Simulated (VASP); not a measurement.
# AgCl (Fm-3m) in VASP: notebook, part 2 of 3

VASP 6.6.1.

## (3) Electric field gradients, r2SCAN

This run uses another cell than the first one, of 21.32 Å³/atom, 1.020 times its volume.

File POSCAR:

```
AgCl
1.0
    0.0000000000      2.7726629968      2.7726629968
    2.7726629968      0.0000000000      2.7726629968
    2.7726629968      2.7726629968      0.0000000000
Ag Cl
1 1
Direct
    0.0000000000      0.0000000000      0.0000000000
    0.5000000000      0.5000000000      0.5000000000
```

File INCAR.step1:

```
ALGO     = Normal         # electronic algorithm
EDIFF    = 1E-4           # SCF threshold, eV
ENCUT    = 520            # plane-wave cutoff, eV
GGA      = PE             # functional
ISMEAR   = -1             # smearing method
LASPH    = True           # aspherical terms in the spheres
LCHARG   = False          # write CHGCAR
LREAL    = False          # projectors in reciprocal space
LWAVE    = True           # write WAVECAR
NBANDS   = 16             # bands
NELM     = 100            # most SCF steps
PREC     = Accurate       # precision mode
SIGMA    = 0.01           # smearing width, eV
```

File INCAR.step2:

```
ALGO     = Normal         # electronic algorithm
EDIFF    = 1E-8           # SCF threshold, eV
ENCUT    = 520            # plane-wave cutoff, eV
ISIF     = 2              # what is computed and relaxed
ISMEAR   = -1             # smearing method
ISTART   = 1            
LASPH    = True           # aspherical terms in the spheres
LCHARG   = False          # write CHGCAR
LEFG     = True         
LMIXTAU  = True         
LREAL    = False          # projectors in reciprocal space
LWAVE    = False          # write WAVECAR
METAGGA  = R2SCAN         # meta-GGA
NBANDS   = 16             # bands
NELM     = 100            # most SCF steps
PREC     = Accurate       # precision mode
SIGMA    = 0.01           # smearing width, eV
```

File KPOINTS:

```
k-points
0
Gamma
  9 9 9
```

Potentials or basis: VASP PAW PBE potentials, release 64 (Ag, Cl).

The run is started by

```bash
> cat potpaw_PBE.64/Ag/POTCAR potpaw_PBE.64/Cl/POTCAR > POTCAR
> cp INCAR.step1 INCAR
> mpirun -np 1 vasp_std > vasp.out
> cp INCAR.step2 INCAR
> mpirun -np 1 vasp_std > vasp.out
```

OUTCAR:

```text
EDIFF = 1E-8
   ENCUT = 520
   ISIF = 2
   ISMEAR = -1
   ISTART = 1
   LASPH = True
   LREAL = False
   METAGGA = R2SCAN
   NELM = 100
   PREC = Accurate

 ion  position               nearest neighbor table
   1  0.000  0.000  0.000-   2 2.77   2 2.77   2 2.77   2 2.77   2 2.77   2 2.77
   2  0.500  0.500  0.500-   1 2.77   1 2.77   1 2.77   1 2.77   1 2.77   1 2.77

  LATTYP: Found a face centered cubic cell.
 ALAT       =     5.5453259936

  Lattice vectors:

 A1 = (   0.0000000000,   2.7726629968,   2.7726629968)
 A2 = (   2.7726629968,   0.0000000000,   2.7726629968)
 A3 = (   2.7726629968,   2.7726629968,   0.0000000000)

Analysis of symmetry for initial positions (statically):
=====================================================================
 Subroutine PRICEL returns:
 Original cell was already a primitive cell.

 Routine SETGRP: Setting up the symmetry group for a
 face centered cubic supercell.

 Subroutine GETGRP returns: Found 48 space group operations
 (whereof 48 operations were pure point group operations)
 out of a pool of 48 trial point group operations.

The static configuration has the point symmetry O_h .

Analysis of symmetry for dynamics (positions and initial velocities):
=====================================================================
 Subroutine PRICEL returns:
 Original cell was already a primitive cell.

 Routine SETGRP: Setting up the symmetry group for a
 face centered cubic supercell.

 Subroutine GETGRP returns: Found 48 space group operations
 (whereof 48 operations were pure point group operations)
 out of a pool of 48 trial point group operations.

The dynamic configuration has the point symmetry O_h .

 Subroutine INISYM returns: Found 48 space group operations
 (whereof 48 operations are pure point group operations),
 and found     1 'primitive' translations

----------------------------------------------------------------------------------------

                                     Primitive cell

  volume of cell :      42.6306

  direct lattice vectors                    reciprocal lattice vectors
     0.000000000  2.772662997  2.772662997    -0.180332049  0.180332049  0.180332049
     2.772662997  0.000000000  2.772662997     0.180332049 -0.180332049  0.180332049
     2.772662997  2.772662997  0.000000000     0.180332049  0.180332049 -0.180332049

  length of vectors
     3.921137614  3.921137614  3.921137614     0.312344271  0.312344271  0.312344271

  position of ions in fractional coordinates (direct lattice)
     0.000000000  0.000000000  0.000000000
     0.500000000  0.500000000  0.500000000

  ion indices of the primitive-cell ions
   primitive index   ion index
                 1           1
                 2           2

----------------------------------------------------------------------------------------

 KPOINTS: k-points

Automatic generation of k-mesh.
 Grid dimensions read from file:
 generate k-points for:    9    9    9

 Generating k-lattice:

  Cartesian coordinates                     Fractional coordinates (reciprocal lattice)
[... 65 lines left out ...]
   NFREE  =      0    steps in history (QN), initial steepest desc. (CG)
   ISIF   =      2    stress and relaxation
   ISYM   =      2    0-nonsym 1-usesym 2-fastsym
   POTIM  = 0.5000    time-step for ionic-motion
   TEBEG  =    0.0;   TEEND  =   0.0 temperature during run
   PSTRESS=    0.0 pullay stress
   NELECT =      18.0000    total number of electrons
   NUPDOWN=      -1.0000    fix difference up-down
   EMIN   =  10.00;   EMAX   =-10.00  energy-range for DOS
   EFERMI =   0.00;   METHOD = LEGACY
   ISMEAR =    -1;   SIGMA  =   0.01  broadening in eV -4-tet -1-fermi 0-gaus
   EFERMI_NEDOS =   21; number of points for ismear=-14 and -15
   IALGO  =     38    algorithm
   IMIX   =      4    mixing-type and parameters
     AMIX     =   0.40;   BMIX     =  1.00
     AMIX_MAG =   1.60;   BMIX_MAG =  1.00
  volume/ion in A,a.u.               =      21.32       143.84
  Fermi-wavevector in a.u.,A,eV,Ry     =   1.228170  2.320905 20.523058  1.508402
  Thomas-Fermi vector in A             =   2.363106
   LORBIT       =      0    0 simple, 1 ext, 2 COOP (PROOUT), +10 PAW based schemes
   METAGGA = R2SCAN    functional components
   LHFCALC =     F    Hartree Fock is set to
   AEXX    =    0.0000 exact exchange contribution
   IVDW    =     0    specifies the selected vdW correction
   LEPSILON=     F    determine dielectric tensor
   LRPA    =     F    only Hartree local field effects (RPA)
 non-spin polarized calculation
  energy-cutoff  :      520.00
  volume of cell :       42.63
 maximum number of plane-waves:      1158
 NGX is ok and might be reduce to    30
   NGX = 15   NGY = 15   NGZ = 15

 number of electron      18.0000005 magnetization

 Free energy of the ion-electron system (eV)
  ---------------------------------------------------
  ext. energy  EPLUGINS =         0.00000000
  ---------------------------------------------------
  free energy    TOTEN  =       -28.64321480 eV

  energy without entropy =      -28.64321480  energy(sigma->0) =      -28.64321480

 E-fermi :   3.7328     XC(G=0): -10.5110

 val. band max:        3.4974888314   @ k =   0.4444   0.0000   0.0000
 cond. band min:       4.9661258915   @ k =   0.0000   0.0000   0.0000
 fundamental gap:      1.4686370600
 Fermi energy:         3.7327973254

 k-point     1 :       0.0000    0.0000    0.0000
  band No.  band energies     occupation
      1     -12.2734      2.00000
      2       1.0964      2.00000
      3       1.0964      2.00000
      4       1.0964      2.00000
      5       1.1093      2.00000
      6       1.1093      2.00000
[... 433 lines left out ...]
      3       0.3516      2.00000
      4       0.3516      2.00000
      5       0.7967      2.00000
      6       1.3394      2.00000
[... 8 lines left out ...]
     15      19.6032      0.00000
     16      19.6032      0.00000

 [... further k-points ...]
[... 5 lines left out ...]
  --------------------------------------------------------------------------------------
  -------------------------------------------------------------------------------------
  Total       -0.0227263     -0.0227263     -0.0227263     -0.0000000      0.0000000     -0.0000000
  in kB       -0.8541192     -0.8541192     -0.8541192     -0.0000000      0.0000000     -0.0000000
  external PRESSURE =      -0.8541192 kB  Pullay stress =       0.0000000 kB

 VOLUME and BASIS-vectors are now :
 -----------------------------------------------------------------------------
  energy-cutoff  :      520.00
  volume of cell :       42.63
      direct lattice vectors                 reciprocal lattice vectors
     0.000000000  2.772662997  2.772662997    -0.180332049  0.180332049  0.180332049
     2.772662997  0.000000000  2.772662997     0.180332049 -0.180332049  0.180332049
     2.772662997  2.772662997  0.000000000     0.180332049  0.180332049 -0.180332049

 POSITION                                       TOTAL-FORCE (eV/Angst)
 -----------------------------------------------------------------------------------
      0.00000      0.00000      0.00000         0.000000      0.000000     -0.000000
      2.77266      2.77266      2.77266        -0.000000     -0.000000      0.000000
 -----------------------------------------------------------------------------------
    total drift:                               -0.000000      0.000000      0.000000

  FREE ENERGIE OF THE ION-ELECTRON SYSTEM (eV)
  ---------------------------------------------------
  free  energy   TOTEN  =       -28.6432147993 eV

  energy  without entropy=      -28.6432147993  energy(sigma->0) =      -28.64321480

 Electric field gradients (V/A^2)
---------------------------------------------------------------------
 ion       V_xx      V_yy      V_zz      V_xy      V_xz      V_yz
---------------------------------------------------------------------
   1      -0.000     0.000    -0.000    -0.000    -0.000    -0.000
   2      -0.000    -0.000    -0.000    -0.000    -0.000    -0.000
---------------------------------------------------------------------

 Electric field gradients after diagonalization (V/A^2)
 (convention: |V_zz| > |V_xx| > |V_yy|)
----------------------------------------------------------------------
 ion       V_xx      V_yy      V_zz     asymmetry (V_yy - V_xx)/ V_zz
----------------------------------------------------------------------
   1       0.000     0.000    -0.001       0.000
   2       0.000     0.000    -0.001       0.000
----------------------------------------------------------------------

           NMR quadrupolar parameters

 Cq : quadrupolar parameter    Cq=e*Q*V_zz/h
 eta: asymmetry parameters     (V_yy - V_xx)/ V_zz
 Q  : nuclear electric quadrupole moment in mb (millibarn)
----------------------------------------------------------------------
 ion       Cq(MHz)       eta       Q (mb)
----------------------------------------------------------------------
   1      -0.000       0.000       1.000
   2      -0.000       0.000       1.000
----------------------------------------------------------------------
```

Wall time 59 s (1 thread of Intel Xeon 6975P-C (Granite Rapids), shared host); peak memory 0.18 GiB.

What came out:

```
Free energy            : -28.6432 eV
Pressure               : -0.1 GPa
Band gap on the k mesh : 1.47 eV, indirect (least direct gap 3.67 eV)
```

Levels at points of the mesh, in eV from the valence-band top:
```tsv
k point	band 7	band 8	band 9	band 10	band 11	band 12
(0.00, 0.00, 0.00)	-2.39	-2.34	-2.34	1.47	11.38	11.38
```

Caveat: without QUAD_EFG the Cq values of the log hold for a quadrupole moment of 1 mb, not for the nuclei; the PAW data sets were made with another functional, which shifts forces and pressure a little. A k mesh can miss the band edges.

## (4) Electric field gradients, r2SCAN

This run uses another cell than the first one, of 21.32 Å³/atom, 1.020 times its volume.

POSCAR is that of step 3.

File INCAR.step1:

```
SYSTEM = AgCl
PREC     = Accurate       ! precision mode
ENCUT    = 520            ! plane-wave cutoff, eV
ISMEAR   = -1             ! smearing method
SIGMA    = 0.01           ! smearing width, eV
LREAL    = .False.        ! projectors in reciprocal space
LASPH    = .True.         ! aspherical terms in the spheres
NELM     = 60             ! most SCF steps
NBANDS   = 16             ! bands
GGA      = PE             ! functional
ALGO     = Normal         ! electronic algorithm
EDIFF    = 1E-4           ! SCF threshold, eV
LWAVE    = .True.         ! write WAVECAR
LCHARG   = .False.        ! write CHGCAR
```

File INCAR.step2:

```
SYSTEM = AgCl
PREC     = Accurate       ! precision mode
ENCUT    = 520            ! plane-wave cutoff, eV
EDIFF    = 1E-8           ! SCF threshold, eV
ISMEAR   = -1             ! smearing method
SIGMA    = 0.01           ! smearing width, eV
LREAL    = .False.        ! projectors in reciprocal space
LASPH    = .True.         ! aspherical terms in the spheres
NELM     = 60             ! most SCF steps
ALGO     = Normal         ! electronic algorithm
ISIF     = 2              ! what is computed and relaxed
LWAVE    = .False.        ! write WAVECAR
LCHARG   = .False.        ! write CHGCAR
METAGGA  = R2SCAN         ! meta-GGA
LMIXTAU  = .True.       
LEFG     = .True.       
NBANDS   = 16             ! bands
ISTART   = 1
```

File KPOINTS:

```
regular mesh
0
Gamma
  9 9 9
  0 0 0
```

Potentials or basis: VASP PAW PBE potentials, release 64 (Ag, Cl).

The run is started by

```bash
> cat potpaw_PBE.64/Ag/POTCAR potpaw_PBE.64/Cl/POTCAR > POTCAR
> cp INCAR.step1 INCAR
> mpirun -np 1 vasp_std > vasp.out
> cp INCAR.step2 INCAR
> mpirun -np 1 vasp_std > vasp.out
```

OUTCAR:

```text
SYSTEM = AgCl
   PREC = Accurate
   ENCUT = 520
   EDIFF = 1E-8
   ISMEAR = -1
   LREAL = .False.
   LASPH = .True.
   NELM = 60
   ISIF = 2
   METAGGA = R2SCAN
   ISTART = 1

 ion  position               nearest neighbor table
   1  0.000  0.000  0.000-   2 2.77   2 2.77   2 2.77   2 2.77   2 2.77   2 2.77
   2  0.500  0.500  0.500-   1 2.77   1 2.77   1 2.77   1 2.77   1 2.77   1 2.77

  LATTYP: Found a face centered cubic cell.
 ALAT       =     5.5453259936

  Lattice vectors:

 A1 = (   0.0000000000,   2.7726629968,   2.7726629968)
 A2 = (   2.7726629968,   0.0000000000,   2.7726629968)
 A3 = (   2.7726629968,   2.7726629968,   0.0000000000)
[... 668 lines left out ...]
  free  energy   TOTEN  =       -28.6432147993 eV

  energy  without entropy=      -28.6432147993  energy(sigma->0) =      -28.64321480

 Electric field gradients (V/A^2)
---------------------------------------------------------------------
 ion       V_xx      V_yy      V_zz      V_xy      V_xz      V_yz
---------------------------------------------------------------------
   1      -0.000     0.000    -0.000    -0.000    -0.000    -0.000
   2      -0.000    -0.000    -0.000    -0.000    -0.000    -0.000
---------------------------------------------------------------------

 Electric field gradients after diagonalization (V/A^2)
 (convention: |V_zz| > |V_xx| > |V_yy|)
----------------------------------------------------------------------
 ion       V_xx      V_yy      V_zz     asymmetry (V_yy - V_xx)/ V_zz
----------------------------------------------------------------------
   1       0.000     0.000    -0.001       0.000
   2       0.000     0.000    -0.001       0.000
----------------------------------------------------------------------

           NMR quadrupolar parameters

 Cq : quadrupolar parameter    Cq=e*Q*V_zz/h
 eta: asymmetry parameters     (V_yy - V_xx)/ V_zz
 Q  : nuclear electric quadrupole moment in mb (millibarn)
----------------------------------------------------------------------
 ion       Cq(MHz)       eta       Q (mb)
----------------------------------------------------------------------
   1      -0.000       0.000       1.000
   2      -0.000       0.000       1.000
----------------------------------------------------------------------
```

OSZICAR.step1:

```text
N       E                     dE             d eps       ncg     rms          rms(c)
DAV:   1     0.101057933526E+03    0.10106E+03   -0.86707E+03  1136   0.101E+03
DAV:   2    -0.177772667851E+01   -0.10284E+03   -0.94799E+02  1408   0.225E+02
DAV:   3    -0.555039997894E+01   -0.37727E+01   -0.37638E+01  1416   0.448E+01
DAV:   4    -0.557703501387E+01   -0.26635E-01   -0.26634E-01  1352   0.410E+00
DAV:   5    -0.557739793777E+01   -0.36292E-03   -0.36292E-03  1440   0.467E-01    0.617E+00
DAV:   6    -0.539868453421E+01    0.17871E+00   -0.24506E-01  1424   0.643E+00    0.400E+00
DAV:   7    -0.539475153780E+01    0.39330E-02   -0.96354E-02  1344   0.206E+00    0.198E+00
DAV:   8    -0.539406653335E+01    0.68500E-03   -0.45741E-03  1328   0.694E-01    0.313E-01
DAV:   9    -0.539414674168E+01   -0.80208E-04   -0.48957E-04  1464   0.273E-01
   1 F= -.53941467E+01 E0= -.53941467E+01  d E =-.132796E-13
```

It took 62 s on 1 thread of Intel Xeon 6975P-C (Granite Rapids), shared host; peak memory 0.18 GiB.

What came out:

| Item | Value |
| --- | --- |
| Free energy | -28.6432 eV |
| Pressure | -0.1 GPa |
| Band gap on the k mesh | 1.47 eV, indirect (least direct gap 3.67 eV) |

Caveat: without QUAD_EFG the Cq values of the log hold for a quadrupole moment of 1 mb, not for the nuclei; the PAW data sets were made with another functional, which shifts forces and pressure a little.

[end of part 2 of 3]
